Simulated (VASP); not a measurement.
A run of VASP 6.6.1:

Contents of INCAR:

```
  ALGO = Normal
  EDIFF = 1E-6
  ENCUT = 520
  GGA = PE
  ISIF = 2
  ISMEAR = 0
  LASPH = True
  LCHARG = True
  LELF = True
  LREAL = False
  LVHAR = True
  LWAVE = False
  NBANDS = 30
  NELM = 100
  PREC = Accurate
  SIGMA = 0.1
```

The input KPOINTS:

```
k-points
0
Gamma
  14 8 10
```

Contents of POSCAR:

```
Au
1.0
    2.8940755587      0.0000000000      0.0000000000
    0.0000000000      5.1921696968      0.0000000000
    0.0000000000      0.0000000000      4.9410542178
Au
4
Direct
    0.0000000000      0.3360485564      0.7500000000
    0.5000000000      0.1639514436      0.2500000000
    0.5000000000      0.8360485564      0.7500000000
    0.0000000000      0.6639514436      0.2500000000
```

Potentials or basis: VASP PAW PBE potentials, release 64 (Au).

Launch:

```console
$ cat potpaw_PBE.64/Au/POTCAR > POTCAR
$ mpirun -np 1 vasp_std > vasp.out
```

Hardware: 1 thread of AMD EPYC 7R43 64-Core Processor (Zen 3), with other jobs on the host.

Q: Estimate the wall time of this run.

A: It took 9.5 min on 1 thread of AMD EPYC 7R43 64-Core Processor (Zen 3), on a shared host, peak memory 0.43 GiB. Counts: scf iterations 11, k points 240.
